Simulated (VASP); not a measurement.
# W12CO in VASP: notebook

W12CO is run at these levels: PBE; tasks: single point.

Program: VASP 6.6.1. These are calculated values, not measurements. Logs are shortened: lines on timing, memory, paths and dates and some standing lists are left out, and cuts for length are marked.

**1. The cell of the first run**

The cell holds a slab with vacuum, 14 atoms: a = 5.514 Å, b = 5.514 Å, c = 22.356 Å, α = 90.00°, β = 90.00°, γ = 109.47°.

**2. Single point, PBE**

INCAR reads:

```
  PREC = Accurate
  ENCUT = 520
  EDIFF = 1E-6
  ISMEAR = 0
  SIGMA = 0.1
  LREAL = F
  LASPH = T
  NELM = 100
  ALGO = Normal
  ISIF = 2
  LWAVE = F
  LCHARG = F
  LDIPOL = T
  IDIPOL = 3
  DIPOL = 0.5 0.5 0.313
  GGA = PE
  NBANDS = 102
```

KPOINTS reads:

```
regular mesh
0
Gamma
  5 5 1
```

POSCAR reads:

```
W12CO
1.0
    5.5140853208      0.0000000000      0.0000000000
   -1.8380284403      5.1987294965      0.0000000000
    0.0000000000      0.0000000000     22.3560050680
W C O
12 1 1
Direct
    0.2500000000      0.2500000000      0.1789228437
    0.2500000000      0.7500000000      0.1789228437
    0.7500000000      0.2500000000      0.1789228437
    0.7500000000      0.7500000000      0.1789228437
    0.0000000000      0.0000000000      0.2763477072
    0.0000000000      0.5000000000      0.2763477072
    0.5000000000      0.0000000000      0.2763477072
    0.5000000000      0.5000000000      0.2763477072
    0.2500000000      0.2500000000      0.3737700471
    0.2500000000      0.7500000000      0.3737700471
    0.7500000000      0.2500000000      0.3737700471
    0.7500000000      0.7500000000      0.3737700471
    0.8132950344      0.5833333333      0.5348006064
    1.0200382989      0.5833333333      0.5348006064
```

Potentials or basis: VASP PAW PBE potentials, release 64 (W_sv, C, O).

Started as:

```console
$ cat potpaw_PBE.64/W_sv/POTCAR potpaw_PBE.64/C/POTCAR potpaw_PBE.64/O/POTCAR > POTCAR
$ mpirun -np 1 vasp_std > vasp.out
```

OUTCAR:

```text
PREC = Accurate
   ENCUT = 520
   EDIFF = 1E-6
   ISMEAR = 0
   LREAL = F
   LASPH = T
   NELM = 100
   ISIF = 2
   GGA = PE

 ion  position               nearest neighbor table
   1  0.250  0.250  0.179-   5 2.70   8 2.70   3 2.76   3 2.76   2 2.76   2 2.76   7 3.13   6 3.13
                             4 3.18   4 3.18
   2  0.250  0.750  0.179-   6 2.70   7 2.70   4 2.76   4 2.76   1 2.76   1 2.76   5 3.13   8 3.13
                             3 3.18   3 3.18
   3  0.750  0.250  0.179-   6 2.70   7 2.70   1 2.76   1 2.76   4 2.76   4 2.76   5 3.13   8 3.13
                             2 3.18   2 3.18
   4  0.750  0.750  0.179-   5 2.70   8 2.70   2 2.76   2 2.76   3 2.76   3 2.76   7 3.13   6 3.13
                             1 3.18   1 3.18
   5  0.000  0.000  0.276-   9 2.70  12 2.70   1 2.70   4 2.70   7 2.76   7 2.76   6 2.76   6 2.76
                            11 3.13  10 3.13   3 3.13   2 3.13   8 3.18   8 3.18
   6  0.000  0.500  0.276-  10 2.70  11 2.70   2 2.70   3 2.70   8 2.76   8 2.76   5 2.76   5 2.76
                             9 3.13  12 3.13   1 3.13   4 3.13   7 3.18   7 3.18
   7  0.500  0.000  0.276-  10 2.70  11 2.70   2 2.70   3 2.70   5 2.76   5 2.76   8 2.76   8 2.76
                             9 3.13  12 3.13   1 3.13   4 3.13   6 3.18   6 3.18
   8  0.500  0.500  0.276-   9 2.70  12 2.70   1 2.70   4 2.70   6 2.76   6 2.76   7 2.76   7 2.76
                            11 3.13  10 3.13   3 3.13   2 3.13   5 3.18   5 3.18
   9  0.250  0.250  0.374-   5 2.70   8 2.70  11 2.76  11 2.76  10 2.76  10 2.76   7 3.13   6 3.13
                            12 3.18  12 3.18
  10  0.250  0.750  0.374-   6 2.70   7 2.70  12 2.76  12 2.76   9 2.76   9 2.76   5 3.13   8 3.13
                            11 3.18  11 3.18
  11  0.750  0.250  0.374-   6 2.70   7 2.70   9 2.76   9 2.76  12 2.76  12 2.76   5 3.13   8 3.13
                            10 3.18  10 3.18
  12  0.750  0.750  0.374-   5 2.70   8 2.70  10 2.76  10 2.76  11 2.76  11 2.76   7 3.13   6 3.13
                             9 3.18   9 3.18
  13  0.813  0.583  0.535-  14 1.14
  14  0.020  0.583  0.535-  13 1.14

  LATTYP: Found a base centered orthorhombic cell.
 ALAT       =     6.3671172886
 B/A-ratio  =     1.4142135624
 C/A-ratio  =     3.5111658942

  Lattice vectors:

 A1 = (   5.5140853208,   0.0000000000,   0.0000000000)
 A2 = (  -1.8380284403,   5.1987294965,   0.0000000000)
 A3 = (   0.0000000000,   0.0000000000,  22.3560050680)

Analysis of symmetry for initial positions (statically):
=====================================================================
 Subroutine PRICEL returns:
 Original cell was already a primitive cell.

 Routine SETGRP: Setting up the symmetry group for a
 base centered orthorhombic supercell.

 Subroutine GETGRP returns: Found  1 space group operations
 (whereof  1 operations were pure point group operations)
 out of a pool of  8 trial point group operations.

The static configuration has the point symmetry C_1 .

Analysis of symmetry for dynamics (positions and initial velocities):
=====================================================================
 Subroutine PRICEL returns:
 Original cell was already a primitive cell.

 Routine SETGRP: Setting up the symmetry group for a
 base centered orthorhombic supercell.

 Subroutine GETGRP returns: Found  1 space group operations
 (whereof  1 operations were pure point group operations)
 out of a pool of  8 trial point group operations.

The dynamic configuration has the point symmetry C_1 .

 Subroutine INISYM returns: Found  1 space group operations
 (whereof  1 operations are pure point group operations),
 and found     1 'primitive' translations

----------------------------------------------------------------------------------------

                                     Primitive cell

  volume of cell :     640.8626

  direct lattice vectors                    reciprocal lattice vectors
     5.514085321  0.000000000  0.000000000     0.181353741  0.064118230  0.000000000
    -1.838028440  5.198729497  0.000000000     0.000000000  0.192354690  0.000000000
     0.000000000  0.000000000 22.356005068     0.000000000  0.000000000  0.044730711

  length of vectors
[... 63 lines left out ...]
  0.000000  0.000000  0.000000      1.000000
  0.200000  0.000000  0.000000      2.000000
  0.000000  0.200000  0.000000      2.000000
  0.400000  0.000000  0.000000      2.000000
  0.000000  0.400000  0.000000      2.000000
  0.200000  0.200000  0.000000      2.000000
  0.400000  0.200000  0.000000      2.000000
  0.200000  0.400000  0.000000      2.000000
 -0.400000  0.200000  0.000000      2.000000
  0.200000 -0.400000  0.000000      2.000000
 -0.200000  0.200000  0.000000      2.000000
  0.400000  0.400000  0.000000      2.000000
 -0.400000  0.400000  0.000000      2.000000
   k-points           NKPTS =     13   k-points in BZ     NKDIM =     13   number of bands    NBANDS=    102
   number of dos      NEDOS =    301   number of ions     NIONS =     14
   total plane-waves  NPLWV = 296352
   dimension x,y,z NGX =    42 NGY =   42 NGZ =  168
   dimension x,y,z NGXF=    84 NGYF=   84 NGZF=  336
   ions per type =              12   1   1
   NGX,Y,Z   is equivalent  to a cutoff of  12.66, 12.66, 12.49 a.u.
   NGXF,Y,Z  is equivalent  to a cutoff of  25.33, 25.33, 24.99 a.u.
 SYSTEM =  unknown system
   PREC   = accura    normal or accurate (medium, high low for compatibility)
   ISTART =      0    job   : 0-new  1-cont  2-samecut
   ICHARG =      2    charge: 1-file 2-atom 10-const
   ISPIN  =      1    spin polarized calculation?
   LNONCOLLINEAR =      F non collinear calculations
   LSORBIT =      F    spin-orbit coupling
   LASPH  =      T    aspherical Exc in radial PAW
   ENCUT  =  520.0 eV  38.22 Ry    6.18 a.u.  10.25 10.25 41.57*2*pi/ulx,y,z
   NELM   =    100;   NELMIN=  2; NELMDL= -5     # of ELM steps
   EDIFF  = 0.1E-05   stopping-criterion for ELM
   LREAL  =      F    real-space projection
   EDIFFG = 0.1E-04   stopping-criterion for IOM
   NSW    =      0    number of steps for IOM
   IBRION =     -1    ionic relax: 0-MD 1-quasi-New 2-CG
   NFREE  =      0    steps in history (QN), initial steepest desc. (CG)
   ISIF   =      2    stress and relaxation
   ISYM   =      2    0-nonsym 1-usesym 2-fastsym
   POTIM  = 0.5000    time-step for ionic-motion
   TEBEG  =    0.0;   TEEND  =   0.0 temperature during run
   PSTRESS=    0.0 pullay stress
   NELECT =     178.0000    total number of electrons
   NUPDOWN=      -1.0000    fix difference up-down
   EMIN   =  10.00;   EMAX   =-10.00  energy-range for DOS
   EFERMI =   0.00;   METHOD = LEGACY
   ISMEAR =     0;   SIGMA  =   0.10  broadening in eV -4-tet -1-fermi 0-gaus
   EFERMI_NEDOS =   21; number of points for ismear=-14 and -15
   IALGO  =     38    algorithm
   IMIX   =      4    mixing-type and parameters
     AMIX     =   0.40;   BMIX     =  1.00
     AMIX_MAG =   1.60;   BMIX_MAG =  1.00
  volume/ion in A,a.u.               =      45.78       308.91
  Fermi-wavevector in a.u.,A,eV,Ry     =   1.068136  2.018484 15.523083  1.140914
  Thomas-Fermi vector in A             =   2.203775
   LORBIT       =      0    0 simple, 1 ext, 2 COOP (PROOUT), +10 PAW based schemes
   GGA     = PE    functional components
   LHFCALC =     F    Hartree Fock is set to
   AEXX    =    0.0000 exact exchange contribution
   IVDW    =     0    specifies the selected vdW correction
   LEPSILON=     F    determine dielectric tensor
   LRPA    =     F    only Hartree local field effects (RPA)
 non-spin polarized calculation
 Gauss-broadening in eV      SIGMA  =   0.10
  energy-cutoff  :      520.00
  volume of cell :      640.86
 maximum number of plane-waves:     17280
 NGX is ok and might be reduce to    42
   NGX = 21   NGY = 21   NGZ = 83

 dipolmoment           0.000000      0.000000      0.118157 electrons x Angstroem

 number of electron     178.0000025 magnetization

 dipolmoment           0.000000      0.000000     -0.020649 electrons x Angstroem

 Free energy of the ion-electron system (eV)
  ---------------------------------------------------
  ext. energy  EPLUGINS =         0.00000000
  ---------------------------------------------------
  free energy    TOTEN  =      -158.18963180 eV

  energy without entropy =     -158.12440338  energy(sigma->0) =     -158.15701759

 E-fermi :   0.3153     XC(G=0):  -5.4771

 val. band max:        0.3141604068   @ k =  -0.2000   0.2000   0.0000
 cond. band min:       0.3186326411   @ k =  -0.4000   0.4000   0.0000
 fundamental gap:      0.0044722342
 Fermi energy:         0.3152799344

 k-point     1 :       0.0000    0.0000    0.0000
  band No.  band energies     occupation
      1     -73.8400      2.00000
      2     -73.7619      2.00000
      3     -73.7614      2.00000
      4     -73.7240      2.00000
      5     -73.6266      2.00000
      6     -73.6109      2.00000
[... 1341 lines left out ...]
    100       1.5102      0.00000
    101       1.6699      0.00000
 [bands above 101 left out]

------------------------ aborting loop because EDIFF is reached ----------------------------------------

 vacuum level on the upper side and lower side of the slab       (xc-potential included)        -0.185        -0.033

  FORCE on cell =-STRESS in cart. coord.  units (eV):
  Direction    XX          YY          ZZ          XY          YZ          ZX
  --------------------------------------------------------------------------------------
  -------------------------------------------------------------------------------------
  Total      -10.9879476    -14.6069079      0.5082824     -4.2782796      0.0446920      0.0294582
  in kB      -27.4702277    -36.5177466      1.2707227    -10.6958388      0.1117314      0.0736464
  external PRESSURE =     -20.9057505 kB  Pullay stress =       0.0000000 kB

 VOLUME and BASIS-vectors are now :
 -----------------------------------------------------------------------------
  energy-cutoff  :      520.00
  volume of cell :      640.86
      direct lattice vectors                 reciprocal lattice vectors
     5.514085321  0.000000000  0.000000000     0.181353741  0.064118230  0.000000000
    -1.838028440  5.198729497  0.000000000     0.000000000  0.192354690  0.000000000
     0.000000000  0.000000000 22.356005068     0.000000000  0.000000000  0.044730711

 POSITION                                       TOTAL-FORCE (eV/Angst)
 -----------------------------------------------------------------------------------
      0.91901      1.29968      4.00000         0.003073     -0.000266     -0.017967
     -0.00000      3.89905      4.00000        -0.003761     -0.004693     -0.022917
      3.67606      1.29968      4.00000         0.005643      0.005070     -0.021938
      2.75704      3.89905      4.00000        -0.003073     -0.000506     -0.020436
      0.00000      0.00000      6.17803         0.004442      0.007182      0.008979
     -0.91901      2.59936      6.17803         0.001364     -0.000637      0.001604
      2.75704      0.00000      6.17803        -0.000357     -0.000145      0.038405
      1.83803      2.59936      6.17803        -0.004637     -0.004117     -0.002336
      0.91901      1.29968      8.35601        -0.011419      0.009170     -0.030711
     -0.00000      3.89905      8.35601         0.004071     -0.006545     -0.031908
      3.67606      1.29968      8.35601         0.000445     -0.000291     -0.037065
      2.75704      3.89905      8.35601        -0.004991     -0.017033      0.019257
      3.41239      3.03259     11.95601        -0.516520      0.025065     -0.028314
     -0.96169      3.03259     11.95601         0.525720     -0.012255      0.145348
 -----------------------------------------------------------------------------------
    total drift:                               -0.001277     -0.000541     -0.000960

  FREE ENERGIE OF THE ION-ELECTRON SYSTEM (eV)
  ---------------------------------------------------
  free  energy   TOTEN  =      -158.1896318022 eV

  energy  without entropy=     -158.1244033844  energy(sigma->0) =     -158.15701759

 vacuum level on the upper side and lower side of the slab         4.960         5.123
```

Run time: 25 min. Hardware: 1 thread of AMD EPYC 9R45 (Zen 5), shared host; peak memory 0.99 GiB.

Results:

| Quantity | Value |
| --- | --- |
| Free energy | -158.1896 eV |
| Largest force | 0.546 eV/Å |
| Band gap on the k mesh | zero (band 89 reaches 1.14 eV, above the bottom of band 90 at -0.12 eV) |

Forces on the atoms (eV/Å):
```
W    0.003  0.000 -0.018
W   -0.004 -0.005 -0.023
W    0.006  0.005 -0.022
W   -0.003 -0.001 -0.020
W    0.004  0.007  0.009
W    0.001 -0.001  0.002
W    0.000  0.000  0.038
W   -0.005 -0.004 -0.002
W   -0.011  0.009 -0.031
W    0.004 -0.007 -0.032
W    0.000  0.000 -0.037
W   -0.005 -0.017  0.019
C   -0.517  0.025 -0.028
O    0.526 -0.012  0.145
```

Caveat: spin-orbit coupling is left out, which moves the levels of the heavy elements.

(Continued in part 2 of 2.)
